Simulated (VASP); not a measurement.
Write the native input for VASP 6.6.1 that does the following.

```yaml
Task: single point
Functional: PBE
Potentials_or_basis: VASP PAW PBE potentials, release 64 (Al, H)
Cutoff: 520 eV
k_mesh: 9 × 9 × 1
Occupations: gaussian, width 0.1 eV
Spin: no spin polarisation
Dipole_correction: yes
Further_INCAR_settings: ALGO = Normal; EDIFF = 1e-06; NBANDS = 13
```

The structure of Al3H lies in POSCAR:

```
Al3H
1.0
    2.8567582918      0.0000000000      0.0000000000
    0.0000000000      2.8567582918      0.0000000000
    0.0000000000      0.0000000000     19.6746954375
Al H
3 1
Direct
    0.5000000000      0.5000000000      0.2033068320
    0.0000000000      0.0000000000      0.3092728611
    0.5000000000      0.5000000000      0.4154928580
    0.6666666667      1.0000000000      0.4676682594
```

These files were run (other wordings do the same):

INCAR

```
PREC = Accurate
ENCUT = 520
EDIFF = 1E-6
ISMEAR = 0
SIGMA = 0.1
LREAL = False
LASPH = True
NELM = 100
ALGO = Normal
ISIF = 2
LWAVE = False
LCHARG = False
LDIPOL = True
IDIPOL = 3
DIPOL = 0.5 0.5 0.349
GGA = PE
NBANDS = 13
```

KPOINTS

```
regular mesh
0
Gamma
  9 9 1
```

Potentials or basis: VASP PAW PBE potentials, release 64 (Al, H).

Launch:

```console
$ cat potpaw_PBE.64/Al/POTCAR potpaw_PBE.64/H/POTCAR > POTCAR
$ mpirun -np 1 vasp_std > vasp.out
```

It gave:

```
Largest force          : 0.356 eV/Å
Band gap on the k mesh : zero (band 5 reaches 1.30 eV, above the bottom of band 6 at -1.05 eV)
```

It took 89 s on 1 thread of AMD EPYC 7R43 64-Core Processor (Zen 3) (shared host), peak memory 0.23 GiB.
